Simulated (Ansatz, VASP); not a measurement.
## TiO2 in VASP and in Ansatz

The input INCAR:

```
SYSTEM = TiO2
PREC = Accurate
ENCUT = 910
EDIFF = 1E-6
ISMEAR = -1
SIGMA = 0.05
LREAL = .False.
LASPH = .True.
NELM = 200
ALGO = Normal
ISIF = 2
LWAVE = .False.
LCHARG = .False.
ISPIN = 2
MAGMOM = 0 0 0 0 0 0
LORBIT = 11
LMAXMIX = 4
LDAU = .True.
LDAUTYPE = 2
LDAUL = 2 -1
LDAUU = 5.6 0
LDAUJ = 0 0
LDAUPRINT = 1
GGA = PE
NBANDS = 37
ISYM = 0
GGA_COMPAT = .False.
```

File KPOINTS:

```
regular mesh
0
Gamma
  5 5 7
  0 0 0
```

The input POSCAR:

```
TiO2
1.0
   -1.8925000000      1.8925000000      4.7570000000
    1.8925000000     -1.8925000000      4.7570000000
    1.8925000000      1.8925000000     -4.7570000000
Ti O
2 4
Direct
    0.0000000000      0.0000000000      0.0000000000
    0.7500000000      0.2500000000      0.5000000000
    0.2066000000      0.2066000000      0.0000000000
    0.9566000000      0.4566000000      0.5000000000
    0.5434000000      0.0434000000      0.5000000000
    0.7934000000      0.7934000000      0.0000000000
```

Input for Ansatz:

```yaml
crystal:
  lattice:
    - [-1.8925, 1.8925, 4.757]
    - [1.8925, -1.8925, 4.757]
    - [1.8925, 1.8925, -4.757]
  atoms:
    - { symbol: Ti, position: [0.0, 0.0, 0.0], spin: 1.0 }
    - { symbol: Ti, position: [0.75, 0.25, 0.5], spin: -1.0 }
    - { symbol: O, position: [0.2066, 0.2066, 0.0] }
    - { symbol: O, position: [0.9566, 0.4566, 0.5] }
    - { symbol: O, position: [0.5434, 0.0434, 0.5] }
    - { symbol: O, position: [0.7934, 0.7934, 0.0] }
  symmetry: { detect: false, time_reversal: true }
magnetization:
  spin_polarized: true
hamiltonian:
  xc: pbe
  pseudopotentials: { kind: paw }
  hubbard:
    sites:
      - { site: 0, l: d, u_eff: 5.6, starting_ns: [{ spin: up, occupation_matrix: s0up }, { spin: down, occupation_matrix: s0down }] }
      - { site: 1, l: d, u_eff: 5.6, starting_ns: [{ spin: up, occupation_matrix: s1up }, { spin: down, occupation_matrix: s1down }] }
    occupation_matrices:
      s0up:
        matrix:
          - [0.505696, -0.025915, 0.193989, 0.323151, 0.32747]
          - [-0.025915, 0.001329, -0.009941, -0.01656, -0.016782]
          - [0.193989, -0.009941, 0.074417, 0.123964, 0.125621]
          - [0.323151, -0.01656, 0.123964, 0.206502, 0.209261]
          - [0.32747, -0.016782, 0.125621, 0.209261, 0.212059]
      s0down:
        matrix:
          - [1.0e-06, 0.0, 0.0, 0.0, 0.0]
          - [0.0, 1.0e-06, 0.0, 0.0, 0.0]
          - [0.0, 0.0, 1.0e-06, 0.0, 0.0]
          - [0.0, 0.0, 0.0, 1.0e-06, 0.0]
          - [0.0, 0.0, 0.0, 0.0, 1.0e-06]
      s1down:
        matrix:
          - [0.045909, -0.087314, -0.027871, 0.081795, -0.169439]
          - [-0.087314, 0.550792, 0.389544, -0.296733, 0.000502]
          - [-0.027871, 0.389544, 0.311302, -0.173141, -0.178586]
          - [0.081795, -0.296733, -0.173141, 0.197533, -0.183832]
          - [-0.169439, 0.000502, -0.178586, -0.183832, 0.894464]
      s1up:
        matrix:
          - [1.0e-06, 0.0, 0.0, 0.0, 0.0]
          - [0.0, 1.0e-06, 0.0, 0.0, 0.0]
          - [0.0, 0.0, 1.0e-06, 0.0, 0.0]
          - [0.0, 0.0, 0.0, 1.0e-06, 0.0]
          - [0.0, 0.0, 0.0, 0.0, 1.0e-06]
basis:
  ecutwfc: 420
kpoints:
  mp_grid: { grid: [5, 5, 7] }
scf:
  occupations: { method: fermi_dirac, width: 0.05 }
  lower_state_search: "off"
  max_iter: 200
output:
  forces: true
  stress: true
```

Alike in both runs: task single point; functional PBE; k mesh 5 × 5 × 7; occupations fermi-dirac, width 0.05 eV; collinear spin; Hubbard terms Ti d U = 5.6 eV.

|  | VASP | Ansatz |
| --- | --- | --- |
| version | VASP 6.6.1 | Ansatz 0.2.0 |
| potentials or method | VASP PAW PBE potentials, release 64 (Ti_sv, O_h), cutoff 910 eV | PAW, plane waves, scalar-relativistic |
| valence electrons in the cell | 48 | 48 |

```tsv
	VASP	Ansatz	Ansatz less VASP
rms of the force components (eV/Å)	0.254	0.140	-0.1141
```

The programs project onto different local orbitals, so the same U acts differently, and such runs can settle in different states. Atom by atom the forces differ by 0.114 eV/Å (rms over components). Ansatz's warnings: seeded moment not kept, specified occupation not kept.

Noted on VASP's run: the cutoff is under 1.25 times that of the potentials, so the pressure is a little rough.
